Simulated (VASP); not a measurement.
# W18S35O (a cell with a defect) in VASP: notebook, part 2 of 2

VASP 6.6.1.

## (3) Electric field gradients, r2SCAN

POSCAR

```
W18S35O
1.0
    9.5399999999      0.0000000000      0.0000000000
   -4.7700000000      8.2618823520      0.0000000000
    0.0000000000      0.0000000000     12.5000000000
W O S
18 1 35
Direct
    0.1111111111      0.2222222222      0.2494974285
    0.1111266365      0.5555024175      0.2498809631
    0.1111266365      0.8889575523      0.2498809631
    0.4443757810      0.2222066968      0.2498809631
    0.4443757810      0.5555024175      0.2498809631
    0.4444444444      0.8888888889      0.2498928091
    0.7778309158      0.2222066968      0.2498809631
    0.7777777778      0.5555555556      0.2498251552
    0.7778309158      0.8889575523      0.2498809631
    0.2183172252      0.1150161082      0.7507898810
    0.2183172252      0.4366344504      0.7507898810
    0.2226299880      0.7779816607      0.7470640875
    0.5553516727      0.1107033453      0.7470640875
    0.5545717874      0.4439525604      0.7484872215
    0.5553516727      0.7779816607      0.7470640875
    0.8966988830      0.1150161082      0.7507898810
    0.8893807730      0.4439525604      0.7484872215
    0.8893807730      0.7787615459      0.7484872215
    0.1111111111      0.2222222222      0.6627339176
    0.1114379828      0.5510022960      0.6231640927
    0.1114379828      0.8937690201      0.6231640927
    0.4395643132      0.2218953506      0.6231640927
    0.4395643132      0.5510022960      0.6231640927
    0.4444444444      0.8888888889      0.6214112714
    0.7823310373      0.2218953506      0.6231640927
    0.7777777778      0.5555555556      0.6231977156
    0.7823310373      0.8937690201      0.6231640927
    0.2223646751      0.1109686583      0.1242578653
    0.2223646751      0.4447293501      0.1242578653
    0.2222334549      0.7777833941      0.1243843894
    0.5555499392      0.1110998785      0.1243843894
    0.5555159793      0.4444246563      0.1243190361
    0.5555499392      0.7777833941      0.1243843894
    0.8886039832      0.1109686583      0.1242578653
    0.8889086770      0.4444246563      0.1243190361
    0.8889086770      0.7778173540      0.1243190361
    0.1111111111      0.2222222222      0.8827629858
    0.1129613278      0.5561767858      0.8733786002
    0.1129613278      0.8901178753      0.8733786002
    0.4432154580      0.2203720055      0.8733786002
    0.4432154580      0.5561767858      0.8733786002
    0.4444444444      0.8888888889      0.8722497024
    0.7771565475      0.2203720055      0.8733786002
    0.7777777778      0.5555555556      0.8737996743
    0.7771565475      0.8901178753      0.8733786002
    0.2219786290      0.1113547043      0.3753266166
    0.2219786290      0.4439572580      0.3753266166
    0.2221717231      0.7777525282      0.3753742519
    0.5555808051      0.1111616102      0.3753742519
    0.5554932158      0.4444132746      0.3753591187
    0.5555808051      0.7777525282      0.3753742519
    0.8893760753      0.1113547043      0.3753266166
    0.8889200588      0.4444132746      0.3753591187
    0.8889200588      0.7778401175      0.3753591187
```

INCAR.step1

```
PREC = Accurate
ENCUT = 520
ISMEAR = -1
SIGMA = 0.01
LREAL = Auto
LASPH = True
NELM = 60
NBANDS = 267
GGA = PE
ALGO = Normal
EDIFF = 1E-4
LWAVE = True
LCHARG = False
LUSENCCL = False
```

INCAR.step2

```
PREC = Accurate
ENCUT = 520
EDIFF = 1E-8
ISMEAR = -1
SIGMA = 0.01
LREAL = Auto
LASPH = True
NELM = 60
ALGO = Normal
ISIF = 2
LWAVE = False
LCHARG = False
METAGGA = R2SCAN
LMIXTAU = True
LEFG = True
NBANDS = 267
ISTART = 1
LUSENCCL = False
```

KPOINTS

```
regular mesh
0
Gamma
  3 3 2
```

Potentials or basis: VASP PAW PBE potentials, release 64 (W_sv, O, S).

On the command line:

```console
cat potpaw_PBE.64/W_sv/POTCAR potpaw_PBE.64/O/POTCAR potpaw_PBE.64/S/POTCAR > POTCAR
cp INCAR.step1 INCAR
mpirun -np 1 vasp_std > vasp.out
cp INCAR.step2 INCAR
mpirun -np 1 vasp_std > vasp.out
```

OUTCAR:

```text
PREC = Accurate
   ENCUT = 520
   EDIFF = 1E-8
   ISMEAR = -1
   LREAL = Auto
   LASPH = True
   NELM = 60
   ISIF = 2
   METAGGA = R2SCAN
   ISTART = 1

 ion  position               nearest neighbor table
   1  0.111  0.222  0.249-  52 2.41  47 2.41  46 2.41  34 2.41  29 2.41  28 2.41   5 3.18   9 3.18
                             7 3.18   4 3.18   2 3.18   3 3.18
   2  0.111  0.556  0.250-  29 2.41  53 2.41  48 2.42  30 2.42  35 2.42  47 2.42   5 3.18   1 3.18
                             7 3.18   6 3.18   8 3.18   3 3.18
   3  0.111  0.889  0.250-  28 2.41  54 2.41  48 2.42  30 2.42  36 2.42  46 2.42   4 3.18   1 3.18
                             9 3.18   6 3.18   8 3.18   2 3.18
   4  0.444  0.222  0.250-  28 2.41  50 2.41  49 2.42  31 2.42  32 2.42  46 2.42   3 3.18   1 3.18
                             5 3.18   6 3.18   8 3.18   7 3.18
   5  0.444  0.556  0.250-  29 2.41  50 2.41  51 2.42  33 2.42  32 2.42  47 2.42   2 3.18   1 3.18
                             4 3.18   6 3.18   8 3.18   9 3.18
   6  0.444  0.889  0.250-  30 2.41  31 2.41  33 2.41  48 2.42  49 2.42  51 2.42   3 3.18   4 3.18
                             2 3.18   7 3.18   9 3.18   5 3.18
   7  0.778  0.222  0.250-  34 2.41  53 2.41  49 2.42  31 2.42  35 2.42  52 2.42   9 3.18   1 3.18
                             2 3.18   6 3.18   8 3.18   4 3.18
   8  0.778  0.556  0.250-  36 2.42  32 2.42  35 2.42  54 2.42  50 2.42  53 2.42   3 3.18   9 3.18
                             5 3.18   2 3.18   4 3.18   7 3.18
   9  0.778  0.889  0.250-  34 2.41  54 2.41  51 2.42  33 2.42  36 2.42  52 2.42   7 3.18   1 3.18
[... 1915 lines left out ...]
 ion       V_xx      V_yy      V_zz      V_xy      V_xz      V_yz
---------------------------------------------------------------------
   1      75.439    75.439  -150.877     0.000     0.000    -0.000
   2      75.020    75.314  -150.333    -0.042     0.419     0.938
   3      75.204    75.130  -150.333    -0.148     1.022    -0.106
   4      75.276    75.057  -150.333    -0.106     0.603    -0.832
   5      75.020    75.314  -150.333     0.042    -0.419     0.938
   6      75.178    75.178  -150.356     0.000    -0.000     0.000
[... 46 lines left out ...]
  53      22.901    22.626   -45.527    -0.239    -0.052     0.030
  54      22.487    23.040   -45.527     0.001    -0.000    -0.060
---------------------------------------------------------------------

 Electric field gradients after diagonalization (V/A^2)
 (convention: |V_zz| > |V_xx| > |V_yy|)
----------------------------------------------------------------------
 ion       V_xx      V_yy      V_zz     asymmetry (V_yy - V_xx)/ V_zz
----------------------------------------------------------------------
   1      75.439    75.439  -150.877       0.000
   2      75.323    75.015  -150.338       0.002
   3      75.323    75.015  -150.338       0.002
   4      75.323    75.015  -150.338       0.002
   5      75.323    75.015  -150.338       0.002
   6      75.178    75.178  -150.356       0.000
[... 46 lines left out ...]
  53      23.039    22.488   -45.527       0.012
  54      23.040    22.487   -45.527       0.012
----------------------------------------------------------------------

           NMR quadrupolar parameters

 Cq : quadrupolar parameter    Cq=e*Q*V_zz/h
 eta: asymmetry parameters     (V_yy - V_xx)/ V_zz
 Q  : nuclear electric quadrupole moment in mb (millibarn)
----------------------------------------------------------------------
 ion       Cq(MHz)       eta       Q (mb)
----------------------------------------------------------------------
   1      -0.365       0.000       1.000
   2      -0.364       0.002       1.000
   3      -0.364       0.002       1.000
   4      -0.364       0.002       1.000
   5      -0.364       0.002       1.000
   6      -0.364       0.000       1.000
[... 46 lines left out ...]
  53      -0.110       0.012       1.000
  54      -0.110       0.012       1.000
----------------------------------------------------------------------
```

It took 8.2 min on 1 × NVIDIA H100 80GB with 1 thread of AMD EPYC 7R13 (Zen 3), shared host; peak memory 2.5 GiB.

Results:

```yaml
Free_energy: -1260.6007 eV
Pressure: -1.0 GPa
Largest_force: 0.281 eV/Å
Band_gap_on_the_k_mesh: 1.16 eV
Largest_electric_field_gradient_by_atom: W -150.9, -150.3, -150.4, -149.7, -125.2, -145.6, -149.0 (each value once); O -56.5; S -44.5, -46.0, -47.3, -45.7, -45.8, -50.5, -50.1, -47.1, -46.6, -45.5 (each value once) V/Å²
```

Forces on the atoms (eV/Å):
```
W    0.000  0.000 -0.005
W   -0.001  0.000  0.002
W    0.000 -0.001  0.002
W    0.001  0.000  0.002
W    0.001  0.000  0.002
W    0.000  0.000  0.000
W   -0.001  0.000  0.002
W    0.000  0.000  0.000
W    0.000 -0.001  0.002
W    0.008 -0.005  0.062
W    0.000  0.009  0.062
W    0.019  0.011  0.023
W    0.000 -0.022  0.023
W   -0.013 -0.008 -0.019
W   -0.019  0.011  0.023
W   -0.008 -0.005  0.062
W    0.013 -0.008 -0.019
W    0.000  0.015 -0.019
O    0.000  0.000  0.153
S   -0.006 -0.032  0.210
S   -0.031  0.011  0.210
S   -0.024  0.021  0.210
S    0.006 -0.032  0.210
S    0.000  0.000  0.231
S    0.024  0.021  0.210
S    0.000  0.000  0.228
S    0.031  0.011  0.210
S    0.004 -0.003  0.228
S    0.000  0.005  0.228
S    0.002  0.001  0.229
S    0.000 -0.002  0.229
S    0.000  0.000  0.226
S   -0.002  0.001  0.229
S   -0.004 -0.003  0.228
S    0.000  0.000  0.226
S    0.000 -0.001  0.226
S    0.000  0.000 -0.281
S   -0.001 -0.004 -0.226
S   -0.004  0.001 -0.226
S   -0.003  0.003 -0.226
S    0.001 -0.004 -0.226
S    0.000  0.000 -0.232
S    0.003  0.003 -0.226
S    0.000  0.000 -0.205
S    0.004  0.001 -0.226
S   -0.005  0.003 -0.226
S    0.000 -0.006 -0.226
S   -0.001  0.000 -0.227
S    0.000  0.001 -0.227
S    0.001  0.000 -0.232
S    0.001  0.000 -0.227
S    0.005  0.003 -0.226
S   -0.001  0.000 -0.232
S    0.000 -0.001 -0.232
```

Stress tensor (GPa, compression positive):
```
-1.23  0.00  0.00
 0.00 -1.23  0.00
 0.00  0.00 -0.56
```

Levels at points of the mesh, in eV from the valence-band top:
| k point | band 232 | band 233 | band 234 | band 235 | band 236 | band 237 |
| --- | --- | --- | --- | --- | --- | --- |
| (0.00, 0.00, 0.00) | -0.63 | -0.63 | 0.00 | 1.16 | 1.16 | 1.29 |
| (0.00, 0.00, 0.50) | -0.68 | -0.36 | -0.27 | 1.16 | 1.16 | 1.29 |

Electric field gradients, principal values (V/Å²):
```
atom   least  middle  greatest (by size)
 1 W  75.439  75.439            -150.877
 2 W  75.015  75.323            -150.338
 3 W  75.015  75.323            -150.338
 4 W  75.015  75.323            -150.338
 5 W  75.015  75.323            -150.338
 6 W  75.178  75.178            -150.356
 7 W  75.015  75.323            -150.338
 8 W  74.843  74.843            -149.686
 9 W  75.015  75.323            -150.338
10 W  55.773  69.392            -125.165
11 W  55.774  69.392            -125.165
12 W  62.270  83.314            -145.584
13 W  62.270  83.314            -145.584
14 W  72.520  76.514            -149.034
15 W  62.270  83.313            -145.583
16 W  55.774  69.392            -125.165
17 W  72.520  76.514            -149.034
18 W  72.520  76.514            -149.034
19 O  28.228  28.232             -56.459
20 S  19.149  25.328             -44.477
21 S  19.149  25.328             -44.477
22 S  19.149  25.328             -44.477
23 S  19.149  25.327             -44.477
24 S  22.993  22.994             -45.987
25 S  19.149  25.328             -44.477
26 S  23.639  23.641             -47.280
27 S  19.149  25.327             -44.477
28 S  22.702  22.972             -45.675
29 S  22.703  22.972             -45.675
30 S  22.803  23.015             -45.818
31 S  22.803  23.015             -45.818
32 S  22.875  22.906             -45.782
33 S  22.802  23.016             -45.818
34 S  22.703  22.972             -45.675
35 S  22.876  22.905             -45.782
36 S  22.875  22.906             -45.782
37 S  25.266  25.268             -50.534
38 S  21.211  28.886             -50.098
39 S  21.211  28.887             -50.098
40 S  21.211  28.887             -50.098
41 S  21.211  28.887             -50.098
42 S  23.545  23.546             -47.091
43 S  21.211  28.886             -50.098
44 S  22.827  22.828             -45.655
45 S  21.211  28.887             -50.098
46 S  23.092  23.473             -46.565
47 S  23.093  23.472             -46.565
48 S  22.937  23.026             -45.964
49 S  22.937  23.026             -45.964
50 S  22.487  23.040             -45.527
51 S  22.936  23.027             -45.964
52 S  23.093  23.472             -46.565
53 S  22.488  23.039             -45.527
54 S  22.487  23.040             -45.527
```

Caveat: without QUAD_EFG the Cq values of the log hold for a quadrupole moment of 1 mb, not for the nuclei; the PAW data sets were made with another functional, which shifts forces and pressure a little; spin-orbit coupling is left out, which moves the levels of the heavy elements.
